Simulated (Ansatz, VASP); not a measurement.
## One calculation of CdH6, two programs

```
Cd H
1.0
     5.96631    0.00000    0.00000
     0.00000    5.96631    0.00000
     0.00000    0.00000    5.96631
Cd H
1 6
Cartesian
  0.0000 0.0000 0.0000
  0.3752 2.9832 2.9832
  2.9832 0.3752 2.9832
  5.5911 2.9832 2.9832
  2.9832 5.5911 2.9832
  2.9832 2.9832 0.3752
  2.9832 2.9832 5.5911
```

Change from the starting cell: species swapped into the YbB6 type (Pm-3m, No. 221).

Alike in both runs: functional PBE; k mesh 4 × 4 × 4; occupations gaussian, width 0.02 eV; no spin polarisation.

Ansatz relaxed the structure, and its values are those at the end. VASP's run is a single point on that final structure, the one shown.

```csv
,VASP,Ansatz
version,VASP 6.6.1,Ansatz 0.2.0
potentials or method,"VASP PAW PBE potentials, release 64 (Cd, H), cutoff 520 eV","scalar-relativistic, plane waves, PAW"
valence electrons in the cell,18,26
```

VASP gave:

* gap on the k mesh at the Fermi level (eV): 3.77
* least direct gap on the mesh (eV): 3.77
* pressure (GPa): 0.0
* rms of the force components (eV/Å): 0.008

Question: What did Ansatz give for the same quantities?

Answer: gap on the k mesh at the Fermi level (eV): 3.77; least direct gap on the mesh (eV): 3.77; pressure (GPa): 0.0; rms of the force components (eV/Å): 0.001.

With one functional, cell and mesh, what is left measures potentials, basis and numerics. VASP's potentials hold 18 valence electrons a cell and Ansatz's 26, so a difference there can come from the potentials and not from the codes. Ansatz's warnings: xc potential rough in thin density.
